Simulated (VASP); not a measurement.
A run of VASP 6.6.1 is set up as follows.

POSCAR

```
AlSi15C15N
1.0
    9.2401370000      0.0000000000      0.0000000000
    0.0000000000     10.6685480000      0.0000000000
    0.0000000000      0.0000000000     10.0933500000
Si Al C N
45 3 45 3
Direct
    0.1645230000      0.0817610000      0.2501620000
    0.1672490000      0.0828660000      0.7498370000
    0.9995630000      0.3332480000      0.2499910000
    0.9973360000      0.3316910000      0.7482310000
    0.5013970000      0.0828030000      0.2503080000
    0.4986620000      0.0824730000      0.7511050000
    0.3321480000      0.3353120000      0.2493550000
    0.3334650000      0.3334970000      0.7492880000
    0.1680610000      0.5840620000      0.2529560000
    0.1644160000      0.5843720000      0.7473650000
    0.0005210000      0.8340010000      0.2505230000
    0.0010500000      0.8335780000      0.7484330000
    0.8338320000      0.0818140000      0.2499110000
    0.8329310000      0.0819670000      0.7483650000
    0.6669790000      0.3331280000      0.2487430000
    0.6672700000      0.3318520000      0.7493400000
    0.4980750000      0.5842210000      0.2510940000
    0.5021790000      0.5841870000      0.7491940000
    0.3320620000      0.8308400000      0.2524320000
    0.3339410000      0.8351560000      0.7512220000
    0.8326220000      0.5846300000      0.2501620000
    0.6667670000      0.8331970000      0.2505860000
    0.6637190000      0.8335550000      0.7500220000
    0.0004510000      0.1654990000      0.5002990000
    0.9988110000      0.1672550000      0.9987210000
    0.3332890000      0.1672970000      0.5006080000
    0.3325400000      0.1679320000      0.9969750000
    0.1646620000      0.4172520000      0.5012070000
    0.1636120000      0.4167080000      0.9975540000
    0.0000280000      0.6672430000      0.5017130000
    0.9977440000      0.6658710000      0.0000050000
    0.6651930000      0.1655060000      0.4997510000
    0.6682000000      0.1668390000      0.9995020000
    0.4980530000      0.4178800000      0.5000520000
    0.5029800000      0.4173000000      0.9986490000
    0.3316810000      0.6661350000      0.5016790000
    0.1673670000      0.9146570000      0.4999120000
    0.1676560000      0.9168670000      0.9992620000
    0.8356410000      0.4170680000      0.5009040000
    0.8321390000      0.4180430000      0.0007100000
    0.6664340000      0.6686430000      0.5005800000
    0.6670700000      0.6651640000      0.9998610000
    0.4983570000      0.9163040000      0.9989170000
    0.8318330000      0.9148580000      0.4996270000
    0.8335480000      0.9147560000      0.9990240000
    0.8312340000      0.5837790000      0.7492170000
    0.3342240000      0.6663230000      0.9984620000
    0.5001940000      0.9169340000      0.5004470000
    0.0012260000      0.1671640000      0.1870850000
    0.0010680000      0.1649480000      0.6878990000
    0.3329180000      0.1677300000      0.6883690000
    0.1662680000      0.4164250000      0.1852170000
    0.1657280000      0.4163670000      0.6898070000
    0.0026810000      0.6663810000      0.1877650000
    0.0067690000      0.6705400000      0.6865170000
    0.6664360000      0.1673500000      0.1886180000
    0.6648900000      0.1659960000      0.6865200000
    0.5000160000      0.4140730000      0.1891950000
    0.5007190000      0.4150470000      0.6857300000
    0.3320780000      0.6649050000      0.1939070000
    0.3324490000      0.6654810000      0.6918380000
    0.1679430000      0.9182910000      0.1871830000
    0.1671050000      0.9183410000      0.6876260000
    0.8324460000      0.4157600000      0.1908640000
    0.8315900000      0.4075960000      0.6830440000
    0.6645810000      0.6662940000      0.1882690000
    0.6586800000      0.6716060000      0.6842980000
    0.4975820000      0.9181910000      0.1881030000
    0.4991350000      0.9189150000      0.6964880000
    0.8339240000      0.9166140000      0.1865510000
    0.8328260000      0.9162060000      0.6878460000
    0.1680690000      0.0835810000      0.4361260000
    0.1660520000      0.0853510000      0.9396320000
    0.9991500000      0.3316760000      0.4371700000
    0.9982900000      0.3340420000      0.9372750000
    0.4990130000      0.0951630000      0.4325880000
    0.4998050000      0.0864440000      0.9415470000
    0.3320770000      0.3334610000      0.4360910000
    0.3325160000      0.3356250000      0.9392950000
    0.1646630000      0.5811710000      0.4396710000
    0.9993360000      0.8342170000      0.4376920000
    0.0020260000      0.8316650000      0.9373780000
    0.8323510000      0.0849910000      0.4375320000
    0.8335370000      0.0823650000      0.9371310000
    0.6679400000      0.3317650000      0.9377660000
    0.5009210000      0.5812650000      0.4385210000
    0.5072030000      0.5781190000      0.9344930000
    0.3261790000      0.8289010000      0.4369600000
    0.3312640000      0.8398850000      0.9362680000
    0.8326320000      0.5811920000      0.4382190000
    0.8348390000      0.5828390000      0.9465270000
    0.6738010000      0.8301430000      0.4337370000
    0.6666660000      0.8327640000      0.9391980000
    0.3320820000      0.1678710000      0.1864880000
    0.1573840000      0.5783040000      0.9341450000
    0.6670400000      0.3343740000      0.4366430000
```

Contents of INCAR.step1:

```
PREC     = Accurate       # precision mode
ENCUT    = 520            # plane-wave cutoff, eV
ISMEAR   = -1             # smearing method
SIGMA    = 0.05           # smearing width, eV
LREAL    = Auto         
LASPH    = True           # aspherical terms in the spheres
NELM     = 100            # most SCF steps
NBANDS   = 246            # bands
GGA      = PE             # functional
ALGO     = Normal         # electronic algorithm
EDIFF    = 1E-4           # SCF threshold, eV
LWAVE    = True           # write WAVECAR
LCHARG   = False          # write CHGCAR
```

The input INCAR.step2:

```
PREC     = Accurate       # precision mode
ENCUT    = 520            # plane-wave cutoff, eV
EDIFF    = 1E-7           # SCF threshold, eV
ISMEAR   = -1             # smearing method
SIGMA    = 0.05           # smearing width, eV
LREAL    = Auto         
LASPH    = True           # aspherical terms in the spheres
NELM     = 100            # most SCF steps
ALGO     = Normal         # electronic algorithm
ISIF     = 2              # what is computed and relaxed
LWAVE    = False          # write WAVECAR
LCHARG   = True           # write CHGCAR
METAGGA  = R2SCAN         # meta-GGA
LMIXTAU  = True         
LELF     = True           # ELF
LVHAR    = True         
NBANDS   = 246            # bands
ISTART   = 1
```

The input KPOINTS:

```
regular mesh
0
Gamma
  1 1 1
```

Potentials or basis: VASP PAW PBE potentials, release 64 (Si, Al, C, N).

Launch:

```console
$ cat potpaw_PBE.64/Si/POTCAR potpaw_PBE.64/Al/POTCAR potpaw_PBE.64/C/POTCAR potpaw_PBE.64/N/POTCAR > POTCAR
$ cp INCAR.step1 INCAR
$ mpirun -np 1 vasp_gam > vasp.out
$ cp INCAR.step2 INCAR
$ mpirun -np 1 vasp_gam > vasp.out
```

Estimate the largest force.

0.194 eV/Å.

Predict the pressure.

-0.2 GPa.

Estimate the band gap on the k mesh.

2.57 eV.

Stress tensor (GPa, compression positive):
```
 1.40  0.00 -0.02
 0.00 -1.68  0.05
-0.02  0.05 -0.37
```

Caveat: the k points lie up to 0.68 Å⁻¹ apart; the PAW data sets were made with another functional, which shifts forces and pressure a little; an odd mesh through Γ misses points on the zone boundary, where band edges can lie.
